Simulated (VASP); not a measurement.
## CoSi2 (MoSi2 type): single point with PBE

CoSi2 (MoSi2 type):

```
Co Si
1.0
    -1.56277    1.56277    3.47402
     1.56277   -1.56277    3.47402
     1.56277    1.56277   -3.47402
Co Si
1 2
Direct
  0.00000 0.00000 0.00000
  0.33481 0.33481 0.00000
  0.66519 0.66519 0.00000
```

```yaml
Program: VASP 6.6.1
Task: single point
Functional: PBE
Potentials_or_basis: VASP PAW PBE potentials, release 64 (Co, Si)
Cutoff: 520 eV
k_mesh: 14 × 14 × 14
Occupations: fermi-dirac, width 0.05 eV
Spin: no spin polarisation
```

* Pressure: 12.0 GPa
* Largest force: 0.004 eV/Å

Forces in eV/Å, atoms in the order of the input:
```
Co   0.000  0.000  0.000
Si   0.000  0.000  0.004
Si   0.000  0.000 -0.004
```

Stress tensor (GPa, compression positive):
```
11.97  0.00  0.00
 0.00 11.97  0.00
 0.00  0.00 12.18
```

Levels at points of the mesh, in eV from the Fermi level:
```tsv
k point	band 7	band 8	band 9	band 10	band 11	band 12
(0.00, 0.00, 0.00)	-1.92	0.48	2.25	2.25	2.37	2.37
(0.50, 0.00, 0.00)	-2.35	-1.14	0.79	2.56	3.80	4.49
(0.50, 0.50, 0.00)	-3.11	-1.13	-0.84	0.15	0.54	4.22
(0.50, 0.50, 0.50)	-1.86	-1.86	-1.84	3.13	3.66	8.53
```

It took 88 s on 1 thread of AMD EPYC 9R45 96-Core Processor (Zen 5), with other jobs on the host, peak memory 0.24 GiB.

Spin polarisation is off, so any magnetic state and its effect on volume and gap are missing.
